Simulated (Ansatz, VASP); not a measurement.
## Al4N5: VASP beside Ansatz

INCAR

```
PREC = Accurate ; ENCUT = 520
EDIFF = 1E-6 ; ISMEAR = 0
SIGMA = 0.05 ; LREAL = Auto
LASPH = T ; NELM = 100
ALGO = Normal ; ISIF = 2
LWAVE = F ; LCHARG = F
LDIPOL = T ; IDIPOL = 3
DIPOL = 0.5 0.5 0.289 ; GGA = PE
IVDW = 12 ; NBANDS = 52
```

File KPOINTS:

```
Automatic mesh
0
Gamma
  5 6 1
```

Contents of POSCAR:

```
Al4N5
1.0
    6.2178777932      0.0000000000      0.0000000000
    0.0000000000      4.9778062151      0.0000000000
    0.0000000000      0.0000000000     22.0612415661
Al N
8 10
Direct
    0.0000000000      0.9984444684      0.1813134582
    0.5000000000      0.9984444684      0.1813134582
    0.2500000000      0.4984444684      0.2219944576
    0.7500000000      0.4984444684      0.2219944576
    0.2500000000      0.9927115344      0.3083994001
    0.7500000000      0.9927115344      0.3083994001
    0.0000000000      0.4640676885      0.3340308200
    0.5000000000      0.4640676885      0.3340308200
    0.0000000000      0.6165555316      0.1813134582
    0.5000000000      0.6165555316      0.1813134582
    0.2500000000      0.1165555316      0.2219944576
    0.7500000000      0.1165555316      0.2219944576
    0.2500000000      0.6144481599      0.3071137031
    0.7500000000      0.6144481599      0.3071137031
    0.0000000000      0.1109285761      0.3427387141
    0.5000000000      0.1109285761      0.3427387141
    0.0000000000      0.6109285761      0.4741909713
    0.0000000000      0.6109285761      0.5240521723
```

Input for Ansatz:

```yaml
crystal:
  lattice:
    - [6.2178777932, 0.0, 0.0]
    - [0.0, 4.9778062151, 0.0]
    - [0.0, 0.0, 22.0612415661]
  atoms:
    - { symbol: Al, position: [0.0, 0.9984444684, 0.1813134582] }
    - { symbol: Al, position: [0.5, 0.9984444684, 0.1813134582] }
    - { symbol: "N", position: [0.0, 0.6165555316, 0.1813134582] }
    - { symbol: "N", position: [0.5, 0.6165555316, 0.1813134582] }
    - { symbol: Al, position: [0.25, 0.4984444684, 0.2219944576] }
    - { symbol: Al, position: [0.75, 0.4984444684, 0.2219944576] }
    - { symbol: "N", position: [0.25, 0.1165555316, 0.2219944576] }
    - { symbol: "N", position: [0.75, 0.1165555316, 0.2219944576] }
    - { symbol: Al, position: [0.25, 0.9927115344, 0.3083994001] }
    - { symbol: Al, position: [0.75, 0.9927115344, 0.3083994001] }
    - { symbol: "N", position: [0.25, 0.6144481599, 0.3071137031] }
    - { symbol: "N", position: [0.75, 0.6144481599, 0.3071137031] }
    - { symbol: Al, position: [0.0, 0.4640676885, 0.33403082] }
    - { symbol: Al, position: [0.5, 0.4640676885, 0.33403082] }
    - { symbol: "N", position: [0.0, 0.1109285761, 0.3427387141] }
    - { symbol: "N", position: [0.5, 0.1109285761, 0.3427387141] }
    - { symbol: "N", position: [0.0, 0.6109285761, 0.4741909713] }
    - { symbol: "N", position: [0.0, 0.6109285761, 0.5240521723] }
basis:
  ecutwfc: 420
kpoints:
  mp_grid: { grid: [5, 6, 1] }
hamiltonian:
  xc: pbe
  pseudopotentials: { kind: paw, azcp: { folder: soft_1 } }
  dispersion: d3bj
scf:
  occupations: { method: gaussian, width: 0.05 }
output:
  forces: true
  eigenvalues: true
efield:
  axis: 3
  dipole_correction: true
  ramp_width: 0.04
```

Alike in both runs: task single point; functional PBE; dispersion D3(BJ); k mesh 5 × 6 × 1; occupations gaussian, width 0.05 eV; no spin polarisation.

|  | VASP | Ansatz |
| --- | --- | --- |
| version | VASP 6.6.1 | Ansatz 0.2.0 |
| potentials or method | VASP PAW PBE potentials, release 64 (Al, N), cutoff 520 eV | scalar-relativistic, plane waves, PAW |
| valence electrons in the cell | 74 | 74 |

|  | VASP | Ansatz | Ansatz less VASP |
| --- | --- | --- | --- |
| gap on the k mesh at the Fermi level (eV) | 1.46 | 1.47 | +0.008 |
| least direct gap on the mesh (eV) | 1.48 | 1.48 | +0.005 |
| rms of the force components (eV/Å) | 0.814 | 0.710 | -0.1047 |

Noted on VASP's run: the standard files for N, O and F lose accuracy on very short bonds.
